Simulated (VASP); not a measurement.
Wanted: the native input for a VASP 6.6.1 run.

| Item | Value |
| --- | --- |
| Task | relaxation of cell and atoms |
| Functional | PBE |
| Potentials or basis | VASP PAW PBE potentials, release 64 (Si, Se) |
| Cutoff | 600 eV |
| k mesh | 8 × 8 × 12 |
| Occupations | gaussian, width 0.1 eV |
| Spin | no spin polarisation |
| Dipole correction | no |
| Further INCAR settings | ALGO = Normal; EDIFF = 1e-07; IBRION = 2; EDIFFG = -0.01; NSW = 100; ISIF = 3 |

The structure of SiSe4 lies in POSCAR:

```
SiSe4
1.0
    3.6582508875     -4.2768507061      0.0000000000
    3.6582508875      4.2768507061      0.0000000000
    0.0000000000      0.0000000000      3.4311612403
Si Se
1 4
Direct
    0.0000000000      0.0000000000      0.0000000000
    0.7607342321      0.7607342321      0.5000000000
    0.2392657679      0.2392657679      0.5000000000
    0.7178846636      0.2821153364      0.0000000000
    0.2821153364      0.7178846636      0.0000000000
```

The cell was generated, and may not be a known phase.

These files were run (other wordings do the same):

INCAR

```
PREC     = Accurate       # precision mode
ENCUT    = 600            # plane-wave cutoff, eV
EDIFF    = 1E-7           # SCF threshold, eV
ISMEAR   = 0              # smearing method
SIGMA    = 0.1            # smearing width, eV
LREAL    = False          # projectors in reciprocal space
LASPH    = True           # aspherical terms in the spheres
NELM     = 60             # most SCF steps
ALGO     = Normal         # electronic algorithm
ISIF     = 3              # what is computed and relaxed
LWAVE    = False          # write WAVECAR
LCHARG   = False          # write CHGCAR
GGA      = PE             # functional
IBRION   = 2              # ionic algorithm
NSW      = 100            # ionic steps
EDIFFG   = -0.01          # ionic threshold
```

KPOINTS

```
regular mesh
0
Gamma
  8 8 12
```

Potentials or basis: VASP PAW PBE potentials, release 64 (Si, Se).

Run with:

```console
$ cat potpaw_PBE.64/Si/POTCAR potpaw_PBE.64/Se/POTCAR > POTCAR
$ mpirun -np 1 vasp_std > vasp.out
```

It gave:

```json
{
 "Relaxed volume": "21.85 Å³/atom",
 "Relaxed cell": "a = 5.704 Å, b = 5.704 Å, c = 3.389 Å, α = 90.00°, β = 90.00°, γ = 97.83°",
 "Space group after relaxing (to 0.1 Å)": "Cmmm (No. 65)",
 "Energy gained by relaxing": "1.7 meV/atom",
 "Ionic steps": "12",
 "Pressure after relaxing": "0.0 GPa",
 "Largest force after relaxing": "0.003 eV/Å",
 "Band gap on the k mesh": "zero (bands 14 and 15 overlap by 2.23 eV)"
}
```

It took 26 min on 1 thread of Intel(R) Xeon(R) Platinum 8259CL CPU @ 2.50GHz (Skylake/Cascade Lake) (shared host), peak memory 0.48 GiB.
